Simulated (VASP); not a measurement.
Write the native input for VASP 6.6.1 that does the following.

```
Task                   : single point
Functional             : PBE
Potentials or basis    : VASP PAW PBE potentials, release 64 (Al, P)
Cutoff                 : 500 eV
k mesh                 : 6 × 6 × 6
Occupations            : gaussian, width 0.01 eV
Spin                   : no spin polarisation
Dipole correction      : no
Further INCAR settings : ALGO = Normal; EDIFF = 1e-06; NBANDS = 11
```

The structure of AlP lies in POSCAR:

```
AlP
1.0
    0.0000000000      2.7537272550      2.7537272550
    2.7537272550      0.0000000000      2.7537272550
    2.7537272550      2.7537272550      0.0000000000
Al P
1 1
Direct
   -0.0000000002     -0.0000000002     -0.0000000002
    0.2500000002      0.2500000002      0.2500000002
```

One way to write it, as run:

INCAR

```
PREC = Accurate ; ENCUT = 500
EDIFF = 1E-6 ; ISMEAR = 0
SIGMA = 0.01 ; LREAL = False
LASPH = True ; NELM = 120
ALGO = Normal ; ISIF = 2
LWAVE = False ; LCHARG = False
GGA = PE ; NBANDS = 11
GGA_COMPAT = False
```

KPOINTS

```
regular mesh
0
Gamma
  6 6 6
```

Potentials or basis: VASP PAW PBE potentials, release 64 (Al, P).

Command:

```sh
$ cat potpaw_PBE.64/Al/POTCAR potpaw_PBE.64/P/POTCAR > POTCAR
$ mpirun -np 1 vasp_std > vasp.out
```

Results of the run:

* Pressure: 0.0 GPa
* Band gap on the k mesh: 1.63 eV, indirect (least direct gap 3.08 eV)

It took 3.2 s on 1 thread of Intel(R) Xeon(R) 6975P-C (Granite Rapids), with other jobs on the host, peak memory 0.15 GiB.
